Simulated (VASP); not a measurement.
# TaN (Fm-3m) in VASP: a series of runs, part 2 of 2

VASP 6.6.1. Earlier steps stand in the parts before.

## Step 4: Single point, LDA

This run uses another cell than the first one, of 10.28 Å³/atom.

The input, INCAR:

```
ALGO     = Normal         # electronic algorithm
EDIFF    = 1E-6           # SCF threshold, eV
ENCUT    = 1330           # plane-wave cutoff, eV
GGA      = CA             # functional
GGA_COMPAT= F            
ISIF     = 2              # what is computed and relaxed
ISMEAR   = 0              # smearing method
LASPH    = T              # aspherical terms in the spheres
LCHARG   = T              # write CHGCAR
LELF     = T              # ELF
LREAL    = F              # projectors in reciprocal space
LVHAR    = T            
LWAVE    = F              # write WAVECAR
NBANDS   = 16             # bands
NELM     = 120            # most SCF steps
PREC     = Accurate       # precision mode
SIGMA    = 0.1            # smearing width, eV
```

The input, KPOINTS:

```
k-points
0
Gamma
  16 16 16
```

The input, POSCAR:

```
TaN
1.0
    0.0000000000      2.1743265498      2.1743265498
    2.1743265498      0.0000000000      2.1743265498
    2.1743265498      2.1743265498      0.0000000000
Ta N
1 1
Direct
    0.5000000000      0.5000000000      0.5000000000
    0.0000000000      0.0000000000      0.0000000000
```

Potentials or basis: VASP PAW LDA potentials, release 64 (Ta_sv_GW, N_h).

Command:

```sh
cat potpaw_LDA.64/Ta_sv_GW/POTCAR potpaw_LDA.64/N_h/POTCAR > POTCAR
mpirun -np 1 vasp_std > vasp.out
```

OUTCAR:

```text
EDIFF = 1E-6
   ENCUT = 1330
   GGA = CA
   ISIF = 2
   ISMEAR = 0
   LASPH = T
   LREAL = F
   NELM = 120
   PREC = Accurate

 ion  position               nearest neighbor table
   1  0.500  0.500  0.500-   2 2.17   2 2.17   2 2.17   2 2.17   2 2.17   2 2.17
   2  0.000  0.000  0.000-   1 2.17   1 2.17   1 2.17   1 2.17   1 2.17   1 2.17

  LATTYP: Found a face centered cubic cell.
 ALAT       =     4.3486530996

  Lattice vectors:

 A1 = (   0.0000000000,   2.1743265498,   2.1743265498)
 A2 = (   2.1743265498,   0.0000000000,   2.1743265498)
 A3 = (   2.1743265498,   2.1743265498,   0.0000000000)

Analysis of symmetry for initial positions (statically):
=====================================================================
 Subroutine PRICEL returns:
 Original cell was already a primitive cell.

 Routine SETGRP: Setting up the symmetry group for a
 face centered cubic supercell.

 Subroutine GETGRP returns: Found 48 space group operations
 (whereof 48 operations were pure point group operations)
 out of a pool of 48 trial point group operations.

The static configuration has the point symmetry O_h .

Analysis of symmetry for dynamics (positions and initial velocities):
=====================================================================
 Subroutine PRICEL returns:
 Original cell was already a primitive cell.

 Routine SETGRP: Setting up the symmetry group for a
 face centered cubic supercell.

 Subroutine GETGRP returns: Found 48 space group operations
 (whereof 48 operations were pure point group operations)
 out of a pool of 48 trial point group operations.

The dynamic configuration has the point symmetry O_h .

 Subroutine INISYM returns: Found 48 space group operations
 (whereof 48 operations are pure point group operations),
 and found     1 'primitive' translations

----------------------------------------------------------------------------------------

                                     Primitive cell

  volume of cell :      20.5591

  direct lattice vectors                    reciprocal lattice vectors
     0.000000000  2.174326550  2.174326550    -0.229956259  0.229956259  0.229956259
     2.174326550  0.000000000  2.174326550     0.229956259 -0.229956259  0.229956259
     2.174326550  2.174326550  0.000000000     0.229956259  0.229956259 -0.229956259

  length of vectors
     3.074962096  3.074962096  3.074962096     0.398295925  0.398295925  0.398295925

  position of ions in fractional coordinates (direct lattice)
     0.500000000  0.500000000  0.500000000
     0.000000000  0.000000000  0.000000000

  ion indices of the primitive-cell ions
   primitive index   ion index
                 1           1
                 2           2

----------------------------------------------------------------------------------------

 KPOINTS: k-points

Automatic generation of k-mesh.
 Grid dimensions read from file:
 generate k-points for:   16   16   16

 Generating k-lattice:

  Cartesian coordinates                     Fractional coordinates (reciprocal lattice)
    -0.014372266  0.014372266  0.014372266     0.062500000  0.000000000  0.000000000
     0.014372266 -0.014372266  0.014372266     0.000000000  0.062500000  0.000000000
     0.014372266  0.014372266 -0.014372266     0.000000000  0.000000000  0.062500000

  Length of vectors
     0.024893495  0.024893495  0.024893495

  Shift w.r.t. Gamma in fractional coordinates (k-lattice)
     0.000000000  0.000000000  0.000000000

 Subroutine IBZKPT returns following result:
 ===========================================

 Found    145 irreducible k-points:

 Following reciprocal coordinates:
            Coordinates               Weight
  0.000000  0.000000  0.000000      1.000000
  0.062500  0.000000  0.000000      8.000000
  0.125000  0.000000  0.000000      8.000000
  0.187500  0.000000  0.000000      8.000000
  0.250000  0.000000  0.000000      8.000000
  0.312500  0.000000  0.000000      8.000000
[... 16 lines left out ...]
 -0.125000  0.062500  0.000000     24.000000
 -0.062500  0.062500  0.000000     12.000000
 [... further k-points ...]
   k-points           NKPTS =    145   k-points in BZ     NKDIM =    145   number of bands    NBANDS=     16
   number of dos      NEDOS =    301   number of ions     NIONS =      2
   total plane-waves  NPLWV =  64000
   dimension x,y,z NGX =    40 NGY =   40 NGZ =   40
   dimension x,y,z NGXF=    80 NGYF=   80 NGZF=   80
   ions per type =               1   1
   NGX,Y,Z   is equivalent  to a cutoff of  21.63, 21.63, 21.63 a.u.
   NGXF,Y,Z  is equivalent  to a cutoff of  43.25, 43.25, 43.25 a.u.
 SYSTEM =  unknown system
   PREC   = accura    normal or accurate (medium, high low for compatibility)
   ISTART =      0    job   : 0-new  1-cont  2-samecut
   ICHARG =      2    charge: 1-file 2-atom 10-const
   ISPIN  =      1    spin polarized calculation?
   LNONCOLLINEAR =      F non collinear calculations
   LSORBIT =      F    spin-orbit coupling
   LASPH  =      T    aspherical Exc in radial PAW
   ENCUT  = 1330.0 eV  97.75 Ry    9.89 a.u.   9.14  9.14  9.14*2*pi/ulx,y,z
   NELM   =    120;   NELMIN=  2; NELMDL= -5     # of ELM steps
   EDIFF  = 0.1E-05   stopping-criterion for ELM
   LREAL  =      F    real-space projection
   EDIFFG = 0.1E-04   stopping-criterion for IOM
   NSW    =      0    number of steps for IOM
   IBRION =     -1    ionic relax: 0-MD 1-quasi-New 2-CG
   NFREE  =      0    steps in history (QN), initial steepest desc. (CG)
   ISIF   =      2    stress and relaxation
   ISYM   =      2    0-nonsym 1-usesym 2-fastsym
   POTIM  = 0.5000    time-step for ionic-motion
   TEBEG  =    0.0;   TEEND  =   0.0 temperature during run
   PSTRESS=    0.0 pullay stress
   NELECT =      18.0000    total number of electrons
   NUPDOWN=      -1.0000    fix difference up-down
   EMIN   =  10.00;   EMAX   =-10.00  energy-range for DOS
   EFERMI =   0.00;   METHOD = LEGACY
   ISMEAR =     0;   SIGMA  =   0.10  broadening in eV -4-tet -1-fermi 0-gaus
   EFERMI_NEDOS =   21; number of points for ismear=-14 and -15
   IALGO  =     38    algorithm
   IMIX   =      4    mixing-type and parameters
     AMIX     =   0.40;   BMIX     =  1.00
     AMIX_MAG =   1.60;   BMIX_MAG =  1.00
  volume/ion in A,a.u.               =      10.28        69.37
  Fermi-wavevector in a.u.,A,eV,Ry     =   1.566141  2.959578 33.372344  2.452798
  Thomas-Fermi vector in A             =   2.668513
   LORBIT       =      0    0 simple, 1 ext, 2 COOP (PROOUT), +10 PAW based schemes
   GGA     = CA    functional components
   LHFCALC =     F    Hartree Fock is set to
   AEXX    =    0.0000 exact exchange contribution
   IVDW    =     0    specifies the selected vdW correction
   LEPSILON=     F    determine dielectric tensor
   LRPA    =     F    only Hartree local field effects (RPA)
 non-spin polarized calculation
 Gauss-broadening in eV      SIGMA  =   0.10
  energy-cutoff  :     1330.00
  volume of cell :       20.56
 maximum number of plane-waves:      2283
 NGX is ok and might be reduce to    40
   NGX = 19   NGY = 19   NGZ = 19

 number of electron      18.0000000 magnetization

 Free energy of the ion-electron system (eV)
  ---------------------------------------------------
  ext. energy  EPLUGINS =         0.00000000
  ---------------------------------------------------
  free energy    TOTEN  =       -26.66884781 eV

  energy without entropy =      -26.66333278  energy(sigma->0) =      -26.66609029

 E-fermi :  14.3498     XC(G=0): -14.2751

 val. band max:       14.3353141000   @ k =  -0.3125   0.3750   0.1875
 cond. band min:      14.3544732693   @ k =  -0.3125   0.3125   0.1250
 fundamental gap:      0.0191591693
 Fermi energy:        14.3497998799

 k-point     1 :       0.0000    0.0000    0.0000
  band No.  band energies     occupation
      1     -54.7085      2.00000
      2     -21.1193      2.00000
      3     -21.1193      2.00000
      4     -21.1193      2.00000
      5      -4.5048      2.00000
      6      10.4966      2.00000
[... 8 lines left out ...]
     15      23.6195      0.00000
     16      39.2700      0.00000
[... 419 lines left out ...]
 k-point    24 :      -0.0625    0.0625    0.0000
  band No.  band energies     occupation
      1     -54.7017      2.00000
      2     -21.2169      2.00000
      3     -21.1449      2.00000
      4     -21.1215      2.00000
      5      -4.2360      2.00000
      6       9.2623      2.00000
[... 8 lines left out ...]
     15      24.4061      0.00000
     16      36.0243      0.00000

 [... further k-points ...]

------------------------ aborting loop because EDIFF is reached ----------------------------------------

  FORCE on cell =-STRESS in cart. coord.  units (eV):
  Direction    XX          YY          ZZ          XY          YZ          ZX
  --------------------------------------------------------------------------------------
  -------------------------------------------------------------------------------------
  Total        0.1434725      0.1434725      0.1434725      0.0000000     -0.0000000     -0.0000000
  in kB       11.1808537     11.1808537     11.1808537      0.0000000     -0.0000000     -0.0000000
  external PRESSURE =      11.1808537 kB  Pullay stress =       0.0000000 kB

 VOLUME and BASIS-vectors are now :
 -----------------------------------------------------------------------------
  energy-cutoff  :     1330.00
  volume of cell :       20.56
      direct lattice vectors                 reciprocal lattice vectors
     0.000000000  2.174326550  2.174326550    -0.229956259  0.229956259  0.229956259
     2.174326550  0.000000000  2.174326550     0.229956259 -0.229956259  0.229956259
     2.174326550  2.174326550  0.000000000     0.229956259  0.229956259 -0.229956259

 POSITION                                       TOTAL-FORCE (eV/Angst)
 -----------------------------------------------------------------------------------
      2.17433      2.17433      2.17433         0.000000      0.000000      0.000000
      0.00000      0.00000      0.00000         0.000000      0.000000      0.000000
 -----------------------------------------------------------------------------------
    total drift:                                0.000000     -0.000000      0.000000

  FREE ENERGIE OF THE ION-ELECTRON SYSTEM (eV)
  ---------------------------------------------------
  free  energy   TOTEN  =       -26.6688478078 eV

  energy  without entropy=      -26.6633327799  energy(sigma->0) =      -26.66609029
```

Run time: 96 s. Hardware: 1 thread of Intel Xeon 6975P-C (Granite Rapids), shared host; peak memory 0.38 GiB.

What came out:

```yaml
Free_energy: -26.6688 eV
Pressure: 1.1 GPa
Band_gap_on_the_k_mesh: zero (bands 9 and 10 overlap by 4.21 eV)
```

Caveat: spin-orbit coupling is left out, which moves the levels of the heavy elements.

## Step 5: Summary

| cell | k mesh | smearing | gap on the mesh (eV) | pressure (GPa) |
| --- | --- | --- | --- | --- |
| a = 3.082 Å, angles 60.0°, 2 atoms | 8 × 8 × 8 | gaussian 0.1 eV | none | -1.2 |
| a = 3.076 Å, angles 60.0°, 2 atoms | 16 × 16 × 16 | fermi-dirac 0.15 eV | none | 1.2 |
| a = 3.075 Å, angles 60.0°, 2 atoms | 16 × 16 × 16 | gaussian 0.1 eV | none | 1.1 |

Alike in all rows: task single point; level LDA; potentials or basis VASP PAW LDA potentials, release 64 (Ta_sv_GW, N_h); no spin polarisation; cutoff (eV) 1330.

Caveats: spin-orbit coupling is left out, which moves the levels of the heavy elements.

Absolute energies hang on the potentials; compare differences alone.

The gap in the log of VASP goes by the Fermi energy; the results here count the filled bands.